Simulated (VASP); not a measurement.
# NbTe (P-6m2) in VASP: notebook, part 2 of 3

VASP 6.6.1. The steps go on from the part before.

## (3) Single point, PBE

File INCAR:

```
PREC = Accurate
ENCUT = 500
EDIFF = 1E-6
ISMEAR = -4
SIGMA = 0.1
LREAL = F
LASPH = T
NELM = 120
ALGO = Normal
ISIF = 2
LWAVE = F
LCHARG = F
GGA = PE
NBANDS = 16
GGA_COMPAT = F
```

File KPOINTS:

```
regular mesh
0
Gamma
  3 3 2
```

File POSCAR:

```
NbTe
1.0
    3.7029743866      0.0000000000      0.0000000000
   -1.8514871933      3.2068698884      0.0000000000
    0.0000000000      0.0000000000      3.6942110000
Nb Te
1 1
Direct
    0.1820000000      0.7520000000      0.7180000000
    0.8486666667      1.0853333333      0.2180000000
```

Potentials or basis: VASP PAW PBE potentials, release 64 (Nb_sv, Te).

Run with:

```sh
cat potpaw_PBE.64/Nb_sv/POTCAR potpaw_PBE.64/Te/POTCAR > POTCAR
mpirun -np 1 vasp_std > vasp.out
```

OUTCAR:

```text
PREC = Accurate
   ENCUT = 500
   EDIFF = 1E-6
   ISMEAR = -4
   LREAL = F
   LASPH = T
   NELM = 120
   ISIF = 2
   GGA = PE

 ion  position               nearest neighbor table
   1  0.182  0.752  0.718-   2 2.83   2 2.83   2 2.83   2 2.83   2 2.83   2 2.83
   2  0.849  0.085  0.218-   1 2.83   1 2.83   1 2.83   1 2.83   1 2.83   1 2.83

  LATTYP: Found a hexagonal cell.
 ALAT       =     3.7029743866
 C/A-ratio  =     0.9976334196

  Lattice vectors:

 A1 = (   3.7029743866,   0.0000000000,   0.0000000000)
 A2 = (  -1.8514871933,   3.2068698884,   0.0000000000)
 A3 = (   0.0000000000,   0.0000000000,   3.6942110000)

Analysis of symmetry for initial positions (statically):
=====================================================================
 Subroutine PRICEL returns:
 Original cell was already a primitive cell.

 Routine SETGRP: Setting up the symmetry group for a
 hexagonal supercell.

 Subroutine GETGRP returns: Found 12 space group operations
 (whereof  1 operations were pure point group operations)
 out of a pool of 24 trial point group operations.

The static configuration has the point symmetry C_1 .
 The point group associated with its full space group is D_3h.

Analysis of symmetry for dynamics (positions and initial velocities):
=====================================================================
 Subroutine PRICEL returns:
 Original cell was already a primitive cell.

 Routine SETGRP: Setting up the symmetry group for a
 hexagonal supercell.

 Subroutine GETGRP returns: Found 12 space group operations
 (whereof  1 operations were pure point group operations)
 out of a pool of 24 trial point group operations.

The dynamic configuration has the point symmetry C_1 .
 The point group associated with its full space group is D_3h.

 Subroutine INISYM returns: Found 12 space group operations
 (whereof  1 operations are pure point group operations),
 and found     1 'primitive' translations

----------------------------------------------------------------------------------------

                                     Primitive cell

  volume of cell :      43.8686

  direct lattice vectors                    reciprocal lattice vectors
     3.702974387  0.000000000  0.000000000     0.270053178  0.155915275  0.000000000
    -1.851487193  3.206869888  0.000000000     0.000000000  0.311830550  0.000000000
     0.000000000  0.000000000  3.694211000     0.000000000  0.000000000  0.270693796

  length of vectors
     3.702974387  3.702974387  3.694211000     0.311830550  0.311830550  0.270693796

  position of ions in fractional coordinates (direct lattice)
     0.182000000  0.752000000  0.718000000
     0.848666667  0.085333333  0.218000000

  ion indices of the primitive-cell ions
   primitive index   ion index
                 1           1
                 2           2

----------------------------------------------------------------------------------------

 KPOINTS: regular mesh

Automatic generation of k-mesh.
 Grid dimensions read from file:
 generate k-points for:    3    3    2

 Generating k-lattice:

  Cartesian coordinates                     Fractional coordinates (reciprocal lattice)
     0.090017726  0.051971758  0.000000000     0.333333333  0.000000000  0.000000000
     0.000000000  0.103943517  0.000000000     0.000000000  0.333333333  0.000000000
     0.000000000  0.000000000  0.135346898     0.000000000  0.000000000  0.500000000

  Length of vectors
     0.103943517  0.103943517  0.135346898

  Shift w.r.t. Gamma in fractional coordinates (k-lattice)
     0.000000000  0.000000000  0.000000000

 TETIRR: Found     14 inequivalent tetrahedra from      108

 Subroutine IBZKPT returns following result:
 ===========================================

 Found      6 irreducible k-points:

 Following reciprocal coordinates:
            Coordinates               Weight
  0.000000  0.000000  0.000000      1.000000
  0.333333  0.000000  0.000000      6.000000
  0.333333  0.333333  0.000000      2.000000
  0.000000  0.000000  0.500000      1.000000
  0.333333  0.000000  0.500000      6.000000
  0.333333  0.333333  0.500000      2.000000
   k-points           NKPTS =      6   k-points in BZ     NKDIM =      6   number of bands    NBANDS=     16
   number of dos      NEDOS =    301   number of ions     NIONS =      2
   total plane-waves  NPLWV =  21952
   dimension x,y,z NGX =    28 NGY =   28 NGZ =   28
   dimension x,y,z NGXF=    56 NGYF=   56 NGZF=   56
   ions per type =               1   1
   NGX,Y,Z   is equivalent  to a cutoff of  12.57, 12.57, 12.60 a.u.
   NGXF,Y,Z  is equivalent  to a cutoff of  25.14, 25.14, 25.20 a.u.
 SYSTEM =  unknown system
   PREC   = accura    normal or accurate (medium, high low for compatibility)
   ISTART =      0    job   : 0-new  1-cont  2-samecut
   ICHARG =      2    charge: 1-file 2-atom 10-const
   ISPIN  =      1    spin polarized calculation?
   LNONCOLLINEAR =      F non collinear calculations
   LSORBIT =      F    spin-orbit coupling
   LASPH  =      T    aspherical Exc in radial PAW
   ENCUT  =  500.0 eV  36.75 Ry    6.06 a.u.   6.75  6.75  6.74*2*pi/ulx,y,z
   NELM   =    120;   NELMIN=  2; NELMDL= -5     # of ELM steps
   EDIFF  = 0.1E-05   stopping-criterion for ELM
   LREAL  =      F    real-space projection
   EDIFFG = 0.1E-04   stopping-criterion for IOM
   NSW    =      0    number of steps for IOM
   IBRION =     -1    ionic relax: 0-MD 1-quasi-New 2-CG
   NFREE  =      0    steps in history (QN), initial steepest desc. (CG)
   ISIF   =      2    stress and relaxation
   ISYM   =      2    0-nonsym 1-usesym 2-fastsym
   POTIM  = 0.5000    time-step for ionic-motion
   TEBEG  =    0.0;   TEEND  =   0.0 temperature during run
   PSTRESS=    0.0 pullay stress
   NELECT =      19.0000    total number of electrons
   NUPDOWN=      -1.0000    fix difference up-down
   EMIN   =  10.00;   EMAX   =-10.00  energy-range for DOS
   EFERMI =   0.00;   METHOD = LEGACY
   ISMEAR =    -4;   SIGMA  =   0.10  broadening in eV -4-tet -1-fermi 0-gaus
   EFERMI_NEDOS =   21; number of points for ismear=-14 and -15
   IALGO  =     38    algorithm
   IMIX   =      4    mixing-type and parameters
     AMIX     =   0.40;   BMIX     =  1.00
     AMIX_MAG =   1.60;   BMIX_MAG =  1.00
  volume/ion in A,a.u.               =      21.93       148.02
  Fermi-wavevector in a.u.,A,eV,Ry     =   1.238630  2.340671 20.874103  1.534203
  Thomas-Fermi vector in A             =   2.373147
   LORBIT       =      0    0 simple, 1 ext, 2 COOP (PROOUT), +10 PAW based schemes
   GGA     = PE    functional components
   LHFCALC =     F    Hartree Fock is set to
   AEXX    =    0.0000 exact exchange contribution
   IVDW    =     0    specifies the selected vdW correction
   LEPSILON=     F    determine dielectric tensor
   LRPA    =     F    only Hartree local field effects (RPA)
 non-spin polarized calculation
 Fermi weights with tetrahedron method witout Bloechl corrections
  energy-cutoff  :      500.00
  volume of cell :       43.87
 maximum number of plane-waves:      1141
 NGX is ok and might be reduce to    28
   NGX = 13   NGY = 13   NGZ = 13

 number of electron      18.9999999 magnetization

 Free energy of the ion-electron system (eV)
  ---------------------------------------------------
  ext. energy  EPLUGINS =         0.00000000
  ---------------------------------------------------
  free energy    TOTEN  =       -13.12178455 eV

  energy without entropy =      -13.12178455  energy(sigma->0) =      -13.12178455

 E-fermi :  11.2402     XC(G=0): -11.2595

 val. band max:       11.2238264886   @ k =   0.0000   0.0000   0.0000
 cond. band min:      11.2238265115   @ k =   0.0000   0.0000   0.0000
 fundamental gap:      0.0000000229
 Fermi energy:        11.2401721956

 k-point     1 :       0.0000    0.0000    0.0000
  band No.  band energies     occupation
      1     -44.4374      2.00000
      2     -20.6613      2.00000
      3     -20.4451      2.00000
      4     -20.4451      2.00000
      5      -3.1755      2.00000
      6       7.9256      2.00000
[... 8 lines left out ...]
     15      16.9707      0.00000
     16      18.0754      0.00000
[... 77 lines left out ...]
 k-point     6 :       0.3333    0.3333    0.5000
  band No.  band energies     occupation
      1     -44.4224      2.00000
      2     -20.7330      2.00000
      3     -20.5292      2.00000
      4     -20.5101      2.00000
      5      -1.0013      2.00000
      6       4.8190      2.00000
[... 8 lines left out ...]
     15      14.8641      0.00000
     16      19.6809      0.00000

------------------------ aborting loop because EDIFF is reached ----------------------------------------

  FORCE on cell =-STRESS in cart. coord.  units (eV):
  Direction    XX          YY          ZZ          XY          YZ          ZX
  --------------------------------------------------------------------------------------
  -------------------------------------------------------------------------------------
  Total        0.1430545      0.1430545      1.5513786      0.0000000      0.0000000      0.0000000
  in kB        5.2246646      5.2246646     56.6597475      0.0000000      0.0000000      0.0000000
  external PRESSURE =      22.3696922 kB  Pullay stress =       0.0000000 kB

 VOLUME and BASIS-vectors are now :
 -----------------------------------------------------------------------------
  energy-cutoff  :      500.00
  volume of cell :       43.87
      direct lattice vectors                 reciprocal lattice vectors
     3.702974387  0.000000000  0.000000000     0.270053178  0.155915275  0.000000000
    -1.851487193  3.206869888  0.000000000     0.000000000  0.311830550  0.000000000
     0.000000000  0.000000000  3.694211000     0.000000000  0.000000000  0.270693796

 POSITION                                       TOTAL-FORCE (eV/Angst)
 -----------------------------------------------------------------------------------
     -0.71838      2.41157      2.65244         0.000000      0.000000      0.000000
      2.98460      0.27365      0.80534        -0.000000     -0.000000      0.000000
 -----------------------------------------------------------------------------------
    total drift:                               -0.000006     -0.000004      0.000004

  FREE ENERGIE OF THE ION-ELECTRON SYSTEM (eV)
  ---------------------------------------------------
  free  energy   TOTEN  =       -13.1217845523 eV

  energy  without entropy=      -13.1217845523  energy(sigma->0) =      -13.12178455
```

OSZICAR:

```text
N       E                     dE             d eps       ncg     rms          rms(c)
DAV:   1     0.138513210529E+03    0.13851E+03   -0.92201E+03   192   0.106E+03
DAV:   2    -0.402373121368E+01   -0.14254E+03   -0.13915E+03   248   0.348E+02
DAV:   3    -0.132478305446E+02   -0.92241E+01   -0.91226E+01   360   0.680E+01
DAV:   4    -0.134744800289E+02   -0.22665E+00   -0.22648E+00   224   0.954E+00
DAV:   5    -0.134848239131E+02   -0.10344E-01   -0.10342E-01   328   0.175E+00    0.669E+00
DAV:   6    -0.131396448772E+02    0.34518E+00   -0.10855E+00   304   0.890E+00    0.298E+00
DAV:   7    -0.131254893454E+02    0.14156E-01   -0.56786E-02   240   0.174E+00    0.162E+00
DAV:   8    -0.131217177544E+02    0.37716E-02   -0.17654E-02   288   0.886E-01    0.252E-01
DAV:   9    -0.131217176770E+02    0.77462E-07   -0.13430E-03   224   0.273E-01    0.117E-01
DAV:  10    -0.131217928698E+02   -0.75193E-04   -0.27163E-04   320   0.165E-01    0.271E-02
DAV:  11    -0.131217851899E+02    0.76798E-05   -0.12054E-05   248   0.371E-02    0.110E-02
DAV:  12    -0.131217845523E+02    0.63767E-06   -0.53632E-07   176   0.694E-03
   1 F= -.13121785E+02 E0= -.13121785E+02  d E =0.000000E+00
```

Run time: 11 s. Hardware: 1 thread of Intel Xeon 8259CL, shared host; peak memory 0.15 GiB.

What came out:

| Quantity | Value |
| --- | --- |
| Free energy | -13.1218 eV |
| Pressure | 2.2 GPa |

Caveat: the k points lie up to 0.85 Å⁻¹ apart; spin-orbit coupling is left out, which moves the levels of the heavy elements.

## (4) Single point, PBEsol

File INCAR:

```
PREC = Accurate
ENCUT = 500
EDIFF = 1E-6
ISMEAR = 0
SIGMA = 0.1
LREAL = False
LASPH = True
NELM = 120
ALGO = Normal
ISIF = 2
LWAVE = False
LCHARG = False
GGA = PS
NBANDS = 16
ISYM = 0
GGA_COMPAT = False
```

File KPOINTS:

```
Automatic mesh
0
Gamma
  2 6 1
```

File POSCAR:

```
NbTe
1.0
    3.7029743866      0.0000000000      0.0000000000
   -1.8514871933      3.2068698884      0.0000000000
    0.0000000000      0.0000000000      3.6942110000
Nb Te
1 1
Direct
    0.0000000000      0.0000000000      0.5000000000
    0.6666666667      0.3333333333      0.0000000000
```

Run with:

```sh
cat potpaw_PBE.64/Nb_sv/POTCAR potpaw_PBE.64/Te/POTCAR > POTCAR
mpirun -np 1 vasp_std > vasp.out
```

It took 14 s on 1 thread of Intel Xeon 8259CL, shared host; peak memory 0.15 GiB.

Results (log left out):

* Free energy: -13.3114 eV
* Pressure: -0.9 GPa
* Largest force: 0.397 eV/Å

Forces in eV/Å, atoms in the order of the input:
```
Nb   0.000 -0.397  0.000
Te   0.000  0.397  0.000
```

Stress tensor (GPa, compression positive):
```
-10.74   0.00   0.00
  0.00 -10.39   0.00
  0.00   0.00  18.52
```

Levels at points of the mesh, in eV from the Fermi level:
```csv
k point,band 6,band 7,band 8,band 9,band 10,band 11,band 12,band 13
"(0.00, 0.00, 0.00)",-3.21,-3.18,-2.87,-2.30,0.29,0.41,2.54,2.55
"(0.50, 0.00, 0.00)",-6.96,-3.76,-2.56,-2.40,0.04,1.05,1.48,3.13
"(0.00, 0.50, 0.00)",-6.96,-3.71,-2.64,-2.40,-0.05,1.06,1.58,3.12
"(0.50, 0.50, 0.00)",-6.96,-3.76,-2.56,-2.40,0.04,1.05,1.48,3.13
```

Caveat: the k points lie up to 1.70 Å⁻¹ apart; the PAW data sets were made with another functional, which shifts forces and pressure a little; spin-orbit coupling is left out, which moves the levels of the heavy elements.

## (5) Single point, PBE

File INCAR:

```
  PREC = Accurate
  ENCUT = 500
  EDIFF = 1E-6
  ISMEAR = 0
  SIGMA = 0.1
  LREAL = False
  LASPH = True
  NELM = 120
  ALGO = Normal
  ISIF = 2
  LWAVE = False
  LCHARG = False
  GGA = PE
  NBANDS = 16
  GGA_COMPAT = False
```

File KPOINTS:

```
regular mesh
0
Gamma
  3 3 4
```

POSCAR is that of step 4.

Potentials or basis: VASP PAW PBE potentials, release 64 (Nb_sv, Te).

Run with:

```sh
cat potpaw_PBE.64/Nb_sv/POTCAR potpaw_PBE.64/Te/POTCAR > POTCAR
mpirun -np 1 vasp_std > vasp.out
```

OUTCAR:

```text
PREC = Accurate
   ENCUT = 500
   EDIFF = 1E-6
   ISMEAR = 0
   LREAL = False
   LASPH = True
   NELM = 120
   ISIF = 2
   GGA = PE

 ion  position               nearest neighbor table
   1  0.000  0.000  0.500-   2 2.83   2 2.83   2 2.83   2 2.83   2 2.83   2 2.83
   2  0.667  0.333  0.000-   1 2.83   1 2.83   1 2.83   1 2.83   1 2.83   1 2.83

  LATTYP: Found a hexagonal cell.
 ALAT       =     3.7029743866
 C/A-ratio  =     0.9976334196

  Lattice vectors:

 A1 = (   3.7029743866,   0.0000000000,   0.0000000000)
 A2 = (  -1.8514871933,   3.2068698884,   0.0000000000)
 A3 = (   0.0000000000,   0.0000000000,   3.6942110000)

Analysis of symmetry for initial positions (statically):
=====================================================================
 Subroutine PRICEL returns:
 Original cell was already a primitive cell.

 Routine SETGRP: Setting up the symmetry group for a
 hexagonal supercell.

 Subroutine GETGRP returns: Found 12 space group operations
 (whereof 12 operations were pure point group operations)
 out of a pool of 24 trial point group operations.

The static configuration has the point symmetry D_3h.

Analysis of symmetry for dynamics (positions and initial velocities):
=====================================================================
 Subroutine PRICEL returns:
 Original cell was already a primitive cell.

 Routine SETGRP: Setting up the symmetry group for a
 hexagonal supercell.

 Subroutine GETGRP returns: Found 12 space group operations
 (whereof 12 operations were pure point group operations)
 out of a pool of 24 trial point group operations.

The dynamic configuration has the point symmetry D_3h.

 Subroutine INISYM returns: Found 12 space group operations
 (whereof 12 operations are pure point group operations),
 and found     1 'primitive' translations

[... 94 lines left out ...]
   EFERMI_NEDOS =   21; number of points for ismear=-14 and -15
   IALGO  =     38    algorithm
   IMIX   =      4    mixing-type and parameters
     AMIX     =   0.40;   BMIX     =  1.00
     AMIX_MAG =   1.60;   BMIX_MAG =  1.00
  volume/ion in A,a.u.               =      21.93       148.02
  Fermi-wavevector in a.u.,A,eV,Ry     =   1.238630  2.340671 20.874103  1.534203
  Thomas-Fermi vector in A             =   2.373147
   LORBIT       =      0    0 simple, 1 ext, 2 COOP (PROOUT), +10 PAW based schemes
   GGA     = PE    functional components
   LHFCALC =     F    Hartree Fock is set to
   AEXX    =    0.0000 exact exchange contribution
   IVDW    =     0    specifies the selected vdW correction
   LEPSILON=     F    determine dielectric tensor
   LRPA    =     F    only Hartree local field effects (RPA)
 non-spin polarized calculation
 Gauss-broadening in eV      SIGMA  =   0.10
  energy-cutoff  :      500.00
  volume of cell :       43.87
 maximum number of plane-waves:      1141
 NGX is ok and might be reduce to    28
   NGX = 13   NGY = 13   NGZ = 13

 number of electron      18.9999998 magnetization

 Free energy of the ion-electron system (eV)
  ---------------------------------------------------
  ext. energy  EPLUGINS =         0.00000000
  ---------------------------------------------------
  free energy    TOTEN  =       -13.43674211 eV

  energy without entropy =      -13.41526445  energy(sigma->0) =      -13.42600328

 E-fermi :  11.1738     XC(G=0): -11.2677

 val. band max:       10.9686209226   @ k =   0.3333   0.0000   0.0000
 cond. band min:      11.1986897252   @ k =   0.3333   0.0000   0.2500
 fundamental gap:      0.2300688026
 Fermi energy:        11.1737515314

 k-point     1 :       0.0000    0.0000    0.0000
  band No.  band energies     occupation
      1     -44.4748      2.00000
      2     -20.6466      2.00000
      3     -20.5006      2.00000
      4     -20.5006      2.00000
      5      -3.1913      2.00000
      6       7.8979      2.00000
[... 148 lines left out ...]
      3     -20.5845      2.00000
      4     -20.5656      2.00000
      5      -1.0228      2.00000
      6       4.8143      2.00000
[... 8 lines left out ...]
     15      14.8517      0.00000
     16      19.7066      0.00000

------------------------ aborting loop because EDIFF is reached ----------------------------------------

  FORCE on cell =-STRESS in cart. coord.  units (eV):
  Direction    XX          YY          ZZ          XY          YZ          ZX
  --------------------------------------------------------------------------------------
  -------------------------------------------------------------------------------------
  Total        0.0752342      0.0752342      0.3581260      0.0000000      0.0000000      0.0000000
  in kB        2.7477167      2.7477167     13.0795456      0.0000000      0.0000000      0.0000000
  external PRESSURE =       6.1916596 kB  Pullay stress =       0.0000000 kB

 VOLUME and BASIS-vectors are now :
 -----------------------------------------------------------------------------
  energy-cutoff  :      500.00
  volume of cell :       43.87
      direct lattice vectors                 reciprocal lattice vectors
     3.702974387  0.000000000  0.000000000     0.270053178  0.155915275  0.000000000
    -1.851487193  3.206869888  0.000000000     0.000000000  0.311830550  0.000000000
     0.000000000  0.000000000  3.694211000     0.000000000  0.000000000  0.270693796

 POSITION                                       TOTAL-FORCE (eV/Angst)
 -----------------------------------------------------------------------------------
      0.00000      0.00000      1.84711        -0.000000      0.000000      0.000000
      1.85149      1.06896      0.00000         0.000000      0.000000      0.000000
 -----------------------------------------------------------------------------------
    total drift:                               -0.000000      0.000000      0.000000

  FREE ENERGIE OF THE ION-ELECTRON SYSTEM (eV)
  ---------------------------------------------------
  free  energy   TOTEN  =       -13.4367421082 eV

  energy  without entropy=      -13.4152644498  energy(sigma->0) =      -13.42600328
```

stdout:

```text
POSCAR found type information on POSCAR NbTe
 POSCAR found :  2 types and       2 ions
 scaLAPACK will be used
 LDA part: xc-table for (Slater+PW92), standard interpolation
 POSCAR, INCAR and KPOINTS ok, starting setup
 FFT: planning ... GRIDC
 FFT: planning ... GRID_SOFT
 FFT: planning ... GRID
 WAVECAR not read
 entering main loop
```

Wall time 13 s (1 thread of Intel Xeon 8259CL, shared host); peak memory 0.15 GiB.

Results:

```
Free energy : -13.4367 eV
Pressure    : 0.6 GPa
```

Caveat: the k points lie up to 0.65 Å⁻¹ apart; spin-orbit coupling is left out, which moves the levels of the heavy elements.

(Continued in part 3 of 3.)
